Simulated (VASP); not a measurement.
# ZnS: single point with r2SCAN

Crystal: ZnS.

```
Zn S
1.0
     3.73761    0.03781    0.06956
    -1.83606    3.20588    0.01795
     0.22783    0.19944   11.98678
Zn S
4 4
Cartesian
  -0.0833 -0.0495 0.1624
  0.1704 0.1719 5.7957
  -0.0332 2.4671 2.6865
  2.0296 0.7186 9.3279
  -0.0001 -0.1309 2.5143
  0.2265 0.1486 8.3883
  -0.2289 2.4543 5.0518
  2.5765 1.4553 11.1986
```

This cell differs from its parent crystal: atoms moved at random and the cell strained at random.

```json
{"Program": "VASP 6.6.1", "Task": "single point", "Functional": "r2SCAN", "Potentials or basis": "VASP PAW PBE potentials, release 64 (Zn, S)", "Cutoff": "520 eV", "k mesh": "6 × 6 × 2", "Occupations": "gaussian, width 0.05 eV", "Spin": "no spin polarisation", "Dipole correction": "no", "Further INCAR settings": "ALGO = Normal; EDIFF = 1e-06; NBANDS = 46"}
```

```yaml
Pressure: 18.8 GPa
Largest_force: 8.267 eV/Å
Band_gap_on_the_k_mesh: 1.48 eV (least direct gap 1.76 eV)
```

Forces in eV/Å, atoms in the order of the input:
```
Zn   1.342 -0.811  0.617
Zn  -6.206  3.912  3.811
Zn   3.112 -3.455  1.485
Zn   0.037  0.491 -1.886
S   -3.292  3.623 -2.718
S   -0.701 -1.147 -2.168
S    6.737 -4.165 -1.504
S   -1.029  1.552  2.364
```

Stress tensor (GPa, compression positive):
```
 34.17 -10.93  -1.21
-10.93   9.67   3.87
 -1.21   3.87  12.55
```

Levels at points of the mesh, in eV from the valence-band top:
| k point | band 32 | band 33 | band 34 | band 35 | band 36 | band 37 | band 38 | band 39 | band 40 | band 41 |
| --- | --- | --- | --- | --- | --- | --- | --- | --- | --- | --- |
| (0.00, 0.00, 0.00) | -1.50 | -1.06 | -0.78 | -0.56 | 0.00 | 1.76 | 2.44 | 3.56 | 4.23 | 4.52 |
| (0.50, 0.00, 0.00) | -2.77 | -2.66 | -2.09 | -1.43 | -0.81 | 1.59 | 2.39 | 3.03 | 3.53 | 4.12 |
| (0.00, 0.50, 0.00) | -2.77 | -2.40 | -1.91 | -1.48 | -1.11 | 1.48 | 2.45 | 2.80 | 3.38 | 4.18 |
| (0.50, 0.50, 0.00) | -2.74 | -2.47 | -2.27 | -2.03 | -0.95 | 1.78 | 2.39 | 3.19 | 4.12 | 4.15 |
| (0.00, 0.00, 0.50) | -1.51 | -1.27 | -0.82 | -0.78 | 0.00 | 2.04 | 2.61 | 3.17 | 4.10 | 4.58 |
| (0.50, 0.00, 0.50) | -2.82 | -2.54 | -1.90 | -1.75 | -0.91 | 1.87 | 2.46 | 3.10 | 3.48 | 3.93 |
| (0.00, 0.50, 0.50) | -2.73 | -2.58 | -1.95 | -1.46 | -1.21 | 1.50 | 2.57 | 3.01 | 3.72 | 3.85 |
| (0.50, 0.50, 0.50) | -2.95 | -2.52 | -2.36 | -2.22 | -0.99 | 1.90 | 2.60 | 3.35 | 3.88 | 4.26 |

Wall time 16 min on 1 thread of Oxide Virtual Turin-like Processor, with other jobs on the host, peak memory 0.36 GiB.

Caveat: the cell differs from its parent crystal (atoms moved at random and the cell strained at random); the stress differs along the axes, from 10 to 34 GPa; the PAW data sets were made with another functional, which shifts forces and pressure a little. A k mesh can miss the band edges.
